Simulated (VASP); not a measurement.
TaAg3:

```
CELL_PARAMETERS angstrom
4.19110 0.00000 0.00000
0.00000 4.19110 0.00000
0.00000 0.00000 4.19110
ATOMIC_POSITIONS crystal
Ta 0.00000 0.00000 0.00000
Ag 0.00000 0.50000 0.50000
Ag 0.50000 0.00000 0.50000
Ag 0.50000 0.50000 0.00000
```

| Item | Value |
| --- | --- |
| Program | VASP 6.6.1 |
| Task | relaxation of cell and atoms |
| Functional | PBE |
| Potentials or basis | VASP PAW PBE potentials, release 64 (Ta_pv, Ag) |
| Cutoff | 600 eV |
| k mesh | 12 × 12 × 12 |
| Occupations | gaussian, width 0.1 eV |
| Spin | no spin polarisation |

At the start: pressure -2.2 GPa; volume 18.40 Å³/atom.

Task: Where does the relaxation end?

Result: Over 3 steps the energy falls by 2.4 meV/atom and the volume is 18.06 Å³/atom (-1.9 %); space group Pm-3m (No. 221, to 0.05 Å).

The path:
```
step  energy change (eV)  largest force (eV/Å)  pressure (GPa)  volume (Å³)
   1              0.0000                0.0000           -2.20        73.62
   2             -0.0006                0.0000            2.29        70.96
   3             -0.0096                0.0000           -0.02        72.25
```

Final structure:
```
Ta Ag
1.0
     4.16494    0.00000    0.00000
     0.00000    4.16494    0.00000
     0.00000    0.00000    4.16494
Ta Ag
1 3
Direct
  0.00000 0.00000 0.00000
  0.00000 0.50000 0.50000
  0.50000 0.00000 0.50000
  0.50000 0.50000 0.00000
```
